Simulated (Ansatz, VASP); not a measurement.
# Cu12S: VASP beside Ansatz

The input INCAR:

```
ALGO = Normal ; DIPOL = 0.5 0.5 0.318
EDIFF = 1E-6 ; ENCUT = 520
GGA = PE ; GGA_COMPAT = F
IDIPOL = 3 ; ISIF = 2
ISMEAR = 0 ; LASPH = T
LCHARG = F ; LDIPOL = T
LREAL = F ; LWAVE = F
NBANDS = 81 ; NELM = 120
NELMDL = -8 ; PREC = Accurate
SIGMA = 0.1
```

File KPOINTS:

```
k-points
0
Gamma
  5 5 1
```

File POSCAR:

```
Cu12S
1.0
    5.1319544654      0.0000000000      0.0000000000
    0.0000000000      5.1319544654      0.0000000000
    0.0000000000      0.0000000000     19.0279314150
Cu S
12 1
Direct
    0.2500000000      0.2500000000      0.2102172807
    0.2500000000      0.7500000000      0.2102172807
    0.7500000000      0.2500000000      0.2102172807
    0.7500000000      0.7500000000      0.2102172807
    0.0000000000      0.0000000000      0.3029241254
    0.0000000000      0.5000000000      0.3029241254
    0.5000000000      0.0000000000      0.3029241254
    0.5000000000      0.5000000000      0.3029241254
    0.2500000000      0.2500000000      0.3956253179
    0.2500000000      0.7500000000      0.3956253179
    0.7500000000      0.2500000000      0.3956253179
    0.7500000000      0.7500000000      0.3956253179
    0.2500000000      0.4166666667      0.4931478012
```

Input for Ansatz:

```yaml
crystal:
  lattice:
    - [5.1319544654, 0.0, 0.0]
    - [0.0, 5.1319544654, 0.0]
    - [0.0, 0.0, 19.027931415]
  atoms:
    - { symbol: Cu, position: [0.25, 0.25, 0.2102172807] }
    - { symbol: Cu, position: [0.25, 0.75, 0.2102172807] }
    - { symbol: Cu, position: [0.75, 0.25, 0.2102172807] }
    - { symbol: Cu, position: [0.75, 0.75, 0.2102172807] }
    - { symbol: Cu, position: [0.0, 0.0, 0.3029241254] }
    - { symbol: Cu, position: [0.0, 0.5, 0.3029241254] }
    - { symbol: Cu, position: [0.5, 0.0, 0.3029241254] }
    - { symbol: Cu, position: [0.5, 0.5, 0.3029241254] }
    - { symbol: Cu, position: [0.25, 0.25, 0.3956253179] }
    - { symbol: Cu, position: [0.25, 0.75, 0.3956253179] }
    - { symbol: Cu, position: [0.75, 0.25, 0.3956253179] }
    - { symbol: Cu, position: [0.75, 0.75, 0.3956253179] }
    - { symbol: S, position: [0.25, 0.4166666667, 0.4931478012] }
kpoints:
  mp_grid: { grid: [5, 5, 1] }
hamiltonian:
  xc: pbe
  pseudopotentials: { kind: paw, azcp: { folder: soft_1 } }
scf:
  occupations: { method: gaussian, width: 0.1 }
  eigensolver: { kind: davidson }
output:
  forces: true
  eigenvalues: true
efield:
  axis: 3
  dipole_correction: true
  ramp_width: 0.04
```

Alike in both runs: task single point; functional PBE; k mesh 5 × 5 × 1; occupations gaussian, width 0.1 eV; no spin polarisation.

```csv
,VASP,Ansatz
version,VASP 6.6.1,Ansatz 0.2.0
potentials or method,"VASP PAW PBE potentials, release 64 (Cu, S)","scalar-relativistic, plane waves, PAW"
plane-wave cutoff (eV),520,420
valence electrons in the cell,138,234
```

```tsv
	VASP	Ansatz	Ansatz less VASP
gap on the k mesh at the Fermi level (eV)	none	none	-
rms of the force components (eV/Å)	0.311	0.311	-0.0002
```

Atom by atom the forces differ by 0.014 eV/Å (rms over components). A gap of «none» marks a metal or a gap that the smearing closes. With one functional, cell and mesh, what is left measures potentials, basis and numerics. VASP's potentials hold 138 valence electrons a cell and Ansatz's 234, so a difference there can come from the potentials and not from the codes. Ansatz's warnings: vacuum density over bound.
